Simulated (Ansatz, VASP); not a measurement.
**Hf2Tl3Ag in VASP and in Ansatz**

INCAR

```
PREC     = Accurate       # precision mode
ENCUT    = 520            # plane-wave cutoff, eV
EDIFF    = 1E-7           # SCF threshold, eV
ISMEAR   = -1             # smearing method
SIGMA    = 0.1            # smearing width, eV
LREAL    = F              # projectors in reciprocal space
LASPH    = T              # aspherical terms in the spheres
NELM     = 80             # most SCF steps
ALGO     = Normal         # electronic algorithm
ISIF     = 2              # what is computed and relaxed
LWAVE    = F              # write WAVECAR
LCHARG   = T              # write CHGCAR
GGA      = PE             # functional
LELF     = T              # ELF
LVHAR    = T            
NBANDS   = 44             # bands
```

KPOINTS

```
Automatic mesh
0
Gamma
  5 5 2
```

The input POSCAR:

```
Hf2Tl3Ag
1.0
    4.0270870000      0.0000000000      0.0000000000
    0.0000000000      4.0270870000      0.0000000000
    0.0000000000      0.0000000000      8.8258890000
Tl Ag Hf
3 1 2
Direct
    0.5000000000      0.5000000000      0.0000000000
    0.0000000000      0.5000000000      0.3820000000
    0.5000000000      0.0000000000      0.6180000000
    0.0000000000      0.0000000000      0.0000000000
    0.0000000000      0.5000000000      0.7340000000
    0.5000000000      0.0000000000      0.2660000000
```

Input for Ansatz:

```yaml
crystal:
  lattice:
    - [4.027087, 0.0, 0.0]
    - [0.0, 4.027087, 0.0]
    - [0.0, 0.0, 8.825889]
  atoms:
    - { symbol: Tl, position: [0.5, 0.5, 0.0] }
    - { symbol: Ag, position: [0.0, 0.0, 0.0] }
    - { symbol: Hf, position: [0.0, 0.5, 0.734] }
    - { symbol: Hf, position: [0.5, 0.0, 0.266] }
    - { symbol: Tl, position: [0.0, 0.5, 0.382] }
    - { symbol: Tl, position: [0.5, 0.0, 0.618] }
  symmetry: { tolerance: 0.0003 }
kpoints:
  mp_grid: { grid: [5, 5, 2], shift: [0, 0, 0] }
magnetization:
  spin_polarized: false
scf:
  occupations: { method: fermi_dirac }
hamiltonian:
  pseudopotentials: { kind: paw }
  xc: pbe
basis:
  ecutwfc: 420
output:
  forces: true
  stress: true
  eigenvalues: true
  write_density: true
  write_potential: true
  elf: true
  volumetric_format: npy
```

Alike in both runs: task single point; functional PBE; k mesh 5 × 5 × 2; no spin polarisation.

```csv
,VASP,Ansatz
version,VASP 6.6.1,Ansatz 0.2.0
potentials or method,"VASP PAW PBE potentials, release 64 (Tl_d, Ag, Hf_pv), cutoff 520 eV",PAW plane waves
occupations,"fermi-dirac, width 0.1 eV",fermi-dirac
valence electrons in the cell,70,110
```

```csv
,VASP,Ansatz,Ansatz less VASP
gap on the k mesh at the Fermi level (eV),none,none,-
pressure (GPa),1.9,2.2,+0.32
rms of the force components (eV/Å),0.107,0.107,+0.0003
```

A gap of «none» marks a metal or a gap that the smearing closes. VASP's potentials hold 70 valence electrons a cell and Ansatz's 110, so a difference there can come from the potentials and not from the codes.

Spin-orbit coupling is off throughout.
